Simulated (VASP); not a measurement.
Runs of VASP 6.6.1 on LaPd2. The structure is that of space group I4/mmm (No. 139), or close to it. The cells are those of the table. 

```tsv
task	level	potentials or basis	cell	k mesh	cutoff (eV)	gap on the mesh (eV)	pressure (GPa)
relaxation of the atoms	PBE	VASP PAW PBE potentials, release 64 (La, Pd)	atoms relaxed from a = 5.234 Å, angles 136.9, 136.9, 62.6°, 3 atoms	8 × 8 × 8	520	none	6.6
single point	PBE	VASP PAW PBE potentials, release 64 (La, Pd_sv_GW)	a = 5.286 Å, angles 135.6, 135.6, 64.6°, 3 atoms	9 × 9 × 9	630	none	(a)
single point	PBEsol	VASP PAW PBE potentials, release 64 (La, Pd_sv_GW)	a = 5.206 Å, angles 135.9, 135.9, 64.1°, 3 atoms	9 × 9 × 9	630	none	-0.1
relaxation of the atoms	PBE	VASP PAW PBE potentials, release 64 (La, Pd)	atoms relaxed from a = 5.325 Å, angles 134.9, 134.9, 65.8°, 3 atoms	8 × 8 × 8	520	none	-3.0
single point	revPBE	VASP PAW PBE potentials, release 64 (La, Pd_sv_GW)	a = 5.321 Å, angles 135.5, 135.5, 64.8°, 3 atoms	9 × 9 × 9	630	none	-0.2
```

Alike in all rows: no spin polarisation; smearing fermi-dirac 0.05 eV.

Task: Fill in the values left out.

Result: (a) -0.3.

Caveats: spin-orbit coupling is left out, which moves the levels of the heavy elements; the PAW data sets were made with another functional, which shifts forces and pressure a little (at least some runs).

A k mesh can miss the band edges, and the runs leave out spin-orbit coupling on La, Pd.

A gap of «none» marks levels without a gap at the run's occupations.

The runs don't all hold the same shells in valence.
